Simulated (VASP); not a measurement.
# MgO (P6_3mc) in VASP: notebook

The runs below take MgO through single point, with r2SCAN.

Everything below comes from runs of VASP 6.6.1. Logs are shortened: lines on timing, memory, paths and dates and some standing lists are left out, and cuts for length are marked.

## (1) The cell of the first run

The structure is hexagonal, space group P6_3mc (No. 186). Conventional cell: a = 3.222 Å, b = 3.222 Å, c = 4.934 Å, α = 90.00°, β = 90.00°, γ = 120.00°. Within 2.6 Å of Mg (site symmetry 3m) lie 4 O at 1.93 to 1.95 Å. Within 2.6 Å of O (site symmetry 3m) lie 4 Mg at 1.93 to 1.95 Å.

## (2) Single point, r2SCAN (strain -2.0%)

Contents of POSCAR:

```
MgO
1.0
    3.2224528835      0.0000000000      0.0000000000
   -1.6112264418      2.7907260596      0.0000000000
    0.0000000000      0.0000000000      4.9336789493
Mg O
2 2
Direct
    0.3333333333      0.6666666667     -0.0104844903
    0.6666666667      0.3333333333      0.4895155097
    0.3333333333      0.6666666667      0.3854844903
    0.6666666667      0.3333333333      0.8854844903
```

Contents of INCAR.step1:

```
  ALGO = Normal
  EDIFF = 1E-5
  ENCUT = 750
  GGA = PE
  GGA_COMPAT = False
  ISMEAR = 0
  LASPH = True
  LCHARG = False
  LREAL = False
  LWAVE = True
  NBANDS = 24
  NELM = 120
  PREC = Accurate
  SIGMA = 0.01
```

Contents of INCAR.step2:

```
  ALGO = Normal
  EDIFF = 1E-6
  ENCUT = 750
  GGA_COMPAT = False
  ISIF = 2
  ISMEAR = 0
  ISTART = 1
  LASPH = True
  LCHARG = True
  LELF = True
  LMIXTAU = True
  LREAL = False
  LVHAR = True
  LWAVE = False
  METAGGA = R2SCAN
  NBANDS = 24
  NELM = 120
  PREC = Accurate
  SIGMA = 0.01
```

Contents of KPOINTS:

```
k-points
0
Gamma
  12 12 6
```

Potentials or basis: VASP PAW PBE potentials, release 64 (Mg_sv, O).

Run with:

```
> cat potpaw_PBE.64/Mg_sv/POTCAR potpaw_PBE.64/O/POTCAR > POTCAR
> cp INCAR.step1 INCAR
> mpirun -np 1 vasp_std > vasp.out
> cp INCAR.step2 INCAR
> mpirun -np 1 vasp_std > vasp.out
```

OUTCAR:

```text
EDIFF = 1E-6
   ENCUT = 750
   ISIF = 2
   ISMEAR = 0
   ISTART = 1
   LASPH = True
   LREAL = False
   METAGGA = R2SCAN
   NELM = 120
   PREC = Accurate

 ion  position               nearest neighbor table
   1  0.333  0.667  0.990-   4 1.93   4 1.93   4 1.93   3 1.95
   2  0.667  0.333  0.490-   3 1.93   3 1.93   3 1.93   4 1.95
   3  0.333  0.667  0.385-   2 1.93   2 1.93   2 1.93   1 1.95
   4  0.667  0.333  0.885-   1 1.93   1 1.93   1 1.93   2 1.95

  LATTYP: Found a hexagonal cell.
 ALAT       =     3.2224528835
 C/A-ratio  =     1.5310321447

  Lattice vectors:

 A1 = (   3.2224528835,   0.0000000000,   0.0000000000)
 A2 = (  -1.6112264418,   2.7907260596,   0.0000000000)
 A3 = (   0.0000000000,   0.0000000000,   4.9336789493)

Analysis of symmetry for initial positions (statically):
=====================================================================
 Subroutine PRICEL returns:
 Original cell was already a primitive cell.

 Routine SETGRP: Setting up the symmetry group for a
 hexagonal supercell.

 Subroutine GETGRP returns: Found 12 space group operations
 (whereof  6 operations were pure point group operations)
 out of a pool of 24 trial point group operations.

The static configuration has the point symmetry C_3v.
 The point group associated with its full space group is C_6v.

Analysis of symmetry for dynamics (positions and initial velocities):
=====================================================================
 Subroutine PRICEL returns:
 Original cell was already a primitive cell.

 Routine SETGRP: Setting up the symmetry group for a
 hexagonal supercell.

 Subroutine GETGRP returns: Found 12 space group operations
 (whereof  6 operations were pure point group operations)
 out of a pool of 24 trial point group operations.

The dynamic configuration has the point symmetry C_3v.
 The point group associated with its full space group is C_6v.

 Subroutine INISYM returns: Found 12 space group operations
 (whereof  6 operations are pure point group operations),
 and found     1 'primitive' translations

----------------------------------------------------------------------------------------

                                     Primitive cell

  volume of cell :      44.3685

  direct lattice vectors                    reciprocal lattice vectors
[... 90 lines left out ...]
   NELM   =    120;   NELMIN=  2; NELMDL=  0     # of ELM steps
   EDIFF  = 0.1E-05   stopping-criterion for ELM
   LREAL  =      F    real-space projection
   EDIFFG = 0.1E-04   stopping-criterion for IOM
   NSW    =      0    number of steps for IOM
   IBRION =     -1    ionic relax: 0-MD 1-quasi-New 2-CG
   NFREE  =      0    steps in history (QN), initial steepest desc. (CG)
   ISIF   =      2    stress and relaxation
   ISYM   =      2    0-nonsym 1-usesym 2-fastsym
   POTIM  = 0.5000    time-step for ionic-motion
   TEBEG  =    0.0;   TEEND  =   0.0 temperature during run
   PSTRESS=    0.0 pullay stress
   NELECT =      32.0000    total number of electrons
   NUPDOWN=      -1.0000    fix difference up-down
   EMIN   =  10.00;   EMAX   =-10.00  energy-range for DOS
   EFERMI =   0.00;   METHOD = LEGACY
   ISMEAR =     0;   SIGMA  =   0.01  broadening in eV -4-tet -1-fermi 0-gaus
   EFERMI_NEDOS =   21; number of points for ismear=-14 and -15
   IALGO  =     38    algorithm
   IMIX   =      4    mixing-type and parameters
     AMIX     =   0.40;   BMIX     =  1.00
     AMIX_MAG =   1.60;   BMIX_MAG =  1.00
  volume/ion in A,a.u.               =      11.09        74.85
  Fermi-wavevector in a.u.,A,eV,Ry     =   1.468137  2.774377 29.326357  2.155426
  Thomas-Fermi vector in A             =   2.583671
   LORBIT       =      0    0 simple, 1 ext, 2 COOP (PROOUT), +10 PAW based schemes
   METAGGA = R2SCAN    functional components
   LHFCALC =     F    Hartree Fock is set to
   AEXX    =    0.0000 exact exchange contribution
   IVDW    =     0    specifies the selected vdW correction
   LEPSILON=     F    determine dielectric tensor
   LRPA    =     F    only Hartree local field effects (RPA)
 non-spin polarized calculation
 Gauss-broadening in eV      SIGMA  =   0.01
  energy-cutoff  :      750.00
  volume of cell :       44.37
 maximum number of plane-waves:      2097
 NGX is ok and might be reduce to    30
   NGX = 15   NGY = 15   NGZ = 23

 number of electron      32.0000001 magnetization

 Free energy of the ion-electron system (eV)
  ---------------------------------------------------
  ext. energy  EPLUGINS =         0.00000000
  ---------------------------------------------------
  free energy    TOTEN  =       -31.77368683 eV

  energy without entropy =      -31.77368683  energy(sigma->0) =      -31.77368683

 E-fermi :   0.8285     XC(G=0): -10.8600

 val. band max:        0.7828188753   @ k =   0.0000   0.0000   0.0000
 cond. band min:       5.3607843959   @ k =   0.0000   0.0000   0.0000
 fundamental gap:      4.5779655206
 Fermi energy:         0.8284587804

 k-point     1 :       0.0000    0.0000    0.0000
  band No.  band energies     occupation
      1     -73.3438      2.00000
      2     -73.3384      2.00000
      3     -38.5261      2.00000
      4     -38.4633      2.00000
      5     -38.4601      2.00000
      6     -38.4601      2.00000
[... 637 lines left out ...]
     23      17.2094      0.00000
     24      18.3025      0.00000

 [... further k-points ...]

------------------------ aborting loop because EDIFF is reached ----------------------------------------

  FORCE on cell =-STRESS in cart. coord.  units (eV):
  Direction    XX          YY          ZZ          XY          YZ          ZX
  --------------------------------------------------------------------------------------
  -------------------------------------------------------------------------------------
  Total        2.6086518      2.6086518      2.0491616     -0.0000000      0.0000000     -0.0000000
  in kB       94.2002422     94.2002422     73.9966603     -0.0000000      0.0000000     -0.0000000
  external PRESSURE =      87.4657149 kB  Pullay stress =       0.0000000 kB

 VOLUME and BASIS-vectors are now :
 -----------------------------------------------------------------------------
  energy-cutoff  :      750.00
  volume of cell :       44.37
      direct lattice vectors                 reciprocal lattice vectors
     3.222452883  0.000000000  0.000000000     0.310322613  0.179164844  0.000000000
    -1.611226442  2.790726060  0.000000000     0.000000000  0.358329689  0.000000000
     0.000000000  0.000000000  4.933678949     0.000000000  0.000000000  0.202688503

 POSITION                                       TOTAL-FORCE (eV/Angst)
 -----------------------------------------------------------------------------------
     -0.00000      1.86048      4.88195        -0.000000      0.000000     -0.019739
      1.61123      0.93024      2.41511         0.000000     -0.000000     -0.019739
     -0.00000      1.86048      1.90186         0.000000      0.000000      0.019739
      1.61123      0.93024      4.36870        -0.000000      0.000000      0.019739
 -----------------------------------------------------------------------------------
    total drift:                               -0.000001     -0.000000     -0.077971

  FREE ENERGIE OF THE ION-ELECTRON SYSTEM (eV)
  ---------------------------------------------------
  free  energy   TOTEN  =       -31.7736868349 eV

  energy  without entropy=      -31.7736868349  energy(sigma->0) =      -31.77368683
```

OUTCAR.step1:

```text
EDIFF = 1E-5
   ENCUT = 750
   GGA = PE
   ISMEAR = 0
[... 880 lines left out ...]
     -0.00000      1.86048      4.88195        -0.000000      0.000000     -0.017970
      1.61123      0.93024      2.41511         0.000000     -0.000000     -0.017970
     -0.00000      1.86048      1.90186         0.000000      0.000000      0.017970
      1.61123      0.93024      4.36870         0.000000      0.000000      0.017970
 -----------------------------------------------------------------------------------
    total drift:                               -0.000001     -0.000000      0.000911

  FREE ENERGIE OF THE ION-ELECTRON SYSTEM (eV)
  ---------------------------------------------------
  free  energy   TOTEN  =       -23.3215772581 eV

  energy  without entropy=      -23.3215772581  energy(sigma->0) =      -23.32157726
```

OSZICAR.step1:

```text
N       E                     dE             d eps       ncg     rms          rms(c)
DAV:   1     0.405873113732E+03    0.40587E+03   -0.25245E+04  3696   0.198E+03
DAV:   2     0.864438940022E+01   -0.39723E+03   -0.38184E+03  4168   0.558E+02
DAV:   3    -0.246410586535E+02   -0.33285E+02   -0.32662E+02  6000   0.127E+02
DAV:   4    -0.276146260121E+02   -0.29736E+01   -0.29665E+01  4152   0.360E+01
DAV:   5    -0.277373893334E+02   -0.12276E+00   -0.12276E+00  4752   0.498E+00    0.133E+01
DAV:   6    -0.233486849348E+02    0.43887E+01   -0.11766E+01  3672   0.213E+01    0.426E+00
DAV:   7    -0.233313329918E+02    0.17352E-01   -0.42889E-01  4136   0.458E+00    0.251E+00
DAV:   8    -0.233223836730E+02    0.89493E-02   -0.10189E-01  4112   0.307E+00    0.420E-01
DAV:   9    -0.233205168598E+02    0.18668E-02   -0.11364E-02  4776   0.789E-01    0.141E-01
DAV:  10    -0.233215650660E+02   -0.10482E-02   -0.14872E-03  4360   0.268E-01    0.475E-02
DAV:  11    -0.233215817625E+02   -0.16696E-04   -0.91522E-05  4600   0.994E-02    0.196E-02
DAV:  12    -0.233215772581E+02    0.45044E-05   -0.10671E-05  2672   0.360E-02
   1 F= -.23321577E+02 E0= -.23321577E+02  d E =-.762336E-14
```

It took 4.9 min on 1 thread of Intel Xeon 6975P-C (Granite Rapids), shared host; peak memory 0.28 GiB.

Results:

```
Free energy            : -31.7737 eV
Pressure               : 8.7 GPa
Largest force          : 0.020 eV/Å
Band gap on the k mesh : 4.58 eV
```

Forces in eV/Å, atoms in the order of the input:
```
Mg   0.000  0.000 -0.020
Mg   0.000  0.000 -0.020
O    0.000  0.000  0.020
O    0.000  0.000  0.020
```

Caveat: the cell differs from its parent crystal (strain -2.0%); the cell stands under pressure; the PAW data sets were made with another functional, which shifts forces and pressure a little.

## (3) Single point, r2SCAN (strain -3.0%)

Contents of POSCAR:

```
MgO
1.0
    3.1895707112      0.0000000000      0.0000000000
   -1.5947853556      2.7622492631      0.0000000000
    0.0000000000      0.0000000000      4.8833352865
Mg O
2 2
Direct
    0.3333333333      0.6666666667     -0.0107582395
    0.6666666667      0.3333333333      0.4892417605
    0.3333333333      0.6666666667      0.3857582395
    0.6666666667      0.3333333333      0.8857582395
```

Contents of INCAR.step1:

```
SYSTEM = MgO
PREC = Accurate
ENCUT = 750
ISMEAR = 0
SIGMA = 0.01
LREAL = .False.
LASPH = .True.
NELM = 120
NBANDS = 24
GGA = PE
ALGO = Normal
EDIFF = 1E-5
LWAVE = .True.
LCHARG = .False.
GGA_COMPAT = .False.
```

Contents of INCAR.step2:

```
SYSTEM = MgO
PREC = Accurate
ENCUT = 750
EDIFF = 1E-6
ISMEAR = 0
SIGMA = 0.01
LREAL = .False.
LASPH = .True.
NELM = 120
ALGO = Normal
ISIF = 2
LWAVE = .False.
LCHARG = .False.
METAGGA = R2SCAN
LMIXTAU = .True.
NBANDS = 24
ISTART = 1
GGA_COMPAT = .False.
```

Contents of KPOINTS:

```
regular mesh
0
Gamma
  12 12 6
  0 0 0
```

Potentials or basis: VASP PAW PBE potentials, release 64 (Mg_sv, O).

Run with:

```
> cat potpaw_PBE.64/Mg_sv/POTCAR potpaw_PBE.64/O/POTCAR > POTCAR
> cp INCAR.step1 INCAR
> mpirun -np 1 vasp_std > vasp.out
> cp INCAR.step2 INCAR
> mpirun -np 1 vasp_std > vasp.out
```

Run time: 9.6 min. Hardware: 1 thread of Intel Xeon Platinum 8259CL at 2.50GHz (Skylake/Cascade Lake), shared host; peak memory 0.26 GiB.

It converged, with:

* Free energy: -31.6707 eV
* Pressure: 14.2 GPa
* Largest force: 0.022 eV/Å
* Band gap on the k mesh: 4.76 eV

Forces in eV/Å, atoms in the order of the input:
```
Mg   0.000  0.000 -0.022
Mg   0.000  0.000 -0.022
O    0.000  0.000  0.022
O    0.000  0.000  0.022
```

Stress tensor (GPa, compression positive):
```
15.40  0.00  0.00
 0.00 15.40  0.00
 0.00  0.00 11.67
```

Levels at points of the mesh, in eV from the valence-band top:
```
           k point  band 12  band 13  band 14  band 15  band 16  band 17  band 18  band 19  band 20  band 21
(0.00, 0.00, 0.00)    -0.75    -0.75    -0.43    -0.43     0.00     4.76    10.20    11.97    15.97    15.97
(0.50, 0.00, 0.00)    -2.33    -1.86    -1.31    -0.85    -0.50     9.03     9.24    10.90    12.44    14.71
(0.00, 0.00, 0.50)    -2.12    -0.59    -0.59    -0.59    -0.59     7.36     7.36    15.05    15.05    16.56
(0.50, 0.00, 0.50)    -3.33    -0.93    -0.93    -0.76    -0.76     8.57     8.57    12.58    12.58    15.78
```

Caveat: the cell differs from its parent crystal (strain -3.0%); the cell stands under pressure; the PAW data sets were made with another functional, which shifts forces and pressure a little. A k mesh can miss the band edges.

## (4) Single point, r2SCAN (strain -1.0%)

Contents of POSCAR:

```
MgO
1.0
    3.2553350558      0.0000000000      0.0000000000
   -1.6276675279      2.8192028561      0.0000000000
    0.0000000000      0.0000000000      4.9840226120
Mg O
2 2
Direct
    0.3333333333      0.6666666667     -0.0101892103
    0.6666666667      0.3333333333      0.4898107897
    0.3333333333      0.6666666667      0.3851892103
    0.6666666667      0.3333333333      0.8851892103
```

Contents of INCAR.step1:

```
ALGO     = Normal         # electronic algorithm
EDIFF    = 1E-5           # SCF threshold, eV
ENCUT    = 750            # plane-wave cutoff, eV
GGA      = PE             # functional
GGA_COMPAT= F            
ISMEAR   = 0              # smearing method
LASPH    = T              # aspherical terms in the spheres
LCHARG   = F              # write CHGCAR
LREAL    = F              # projectors in reciprocal space
LWAVE    = T              # write WAVECAR
NBANDS   = 24             # bands
NELM     = 120            # most SCF steps
PREC     = Accurate       # precision mode
SIGMA    = 0.01           # smearing width, eV
```

Contents of INCAR.step2:

```
ALGO     = Normal         # electronic algorithm
EDIFF    = 1E-6           # SCF threshold, eV
ENCUT    = 750            # plane-wave cutoff, eV
GGA_COMPAT= F            
ISIF     = 2              # what is computed and relaxed
ISMEAR   = 0              # smearing method
ISTART   = 1            
LASPH    = T              # aspherical terms in the spheres
LCHARG   = F              # write CHGCAR
LMIXTAU  = T            
LREAL    = F              # projectors in reciprocal space
LWAVE    = F              # write WAVECAR
METAGGA  = R2SCAN         # meta-GGA
NBANDS   = 24             # bands
NELM     = 120            # most SCF steps
PREC     = Accurate       # precision mode
SIGMA    = 0.01           # smearing width, eV
```

Contents of KPOINTS:

```
k-points
0
Gamma
  12 12 6
```

Run with:

```
> cat potpaw_PBE.64/Mg_sv/POTCAR potpaw_PBE.64/O/POTCAR > POTCAR
> cp INCAR.step1 INCAR
> mpirun -np 1 vasp_std > vasp.out
> cp INCAR.step2 INCAR
> mpirun -np 1 vasp_std > vasp.out
```

Wall time 9.1 min (1 thread of AMD EPYC 7R43 (Zen 3), shared host); peak memory 0.25 GiB.

The run converged. Its results:

- Free energy: -31.8359 eV
- Pressure: 4.0 GPa
- Largest force: 0.042 eV/Å
- Band gap on the k mesh: 4.40 eV

Forces on the atoms (eV/Å):
```
Mg   0.000  0.000 -0.042
Mg   0.000  0.000 -0.042
O    0.000  0.000  0.042
O    0.000  0.000  0.042
```

Stress tensor (GPa, compression positive):
```
4.36 0.00 0.00
0.00 4.36 0.00
0.00 0.00 3.40
```

Levels at points of the mesh, in eV from the valence-band top:
| k point | band 14 | band 15 | band 16 | band 17 | band 18 | band 19 |
| --- | --- | --- | --- | --- | --- | --- |
| (0.00, 0.00, 0.00) | -0.39 | -0.39 | 0.00 | 4.40 | 9.71 | 11.44 |
| (0.50, 0.00, 0.00) | -1.25 | -0.80 | -0.48 | 8.74 | 8.98 | 10.39 |
| (0.00, 0.00, 0.50) | -0.55 | -0.55 | -0.55 | 6.94 | 6.94 | 14.49 |
| (0.50, 0.00, 0.50) | -0.88 | -0.72 | -0.72 | 8.30 | 8.30 | 12.07 |

Caveat: the cell differs from its parent crystal (strain -1.0%); the cell stands under pressure; the PAW data sets were made with another functional, which shifts forces and pressure a little.

[end of part 1 of 2]
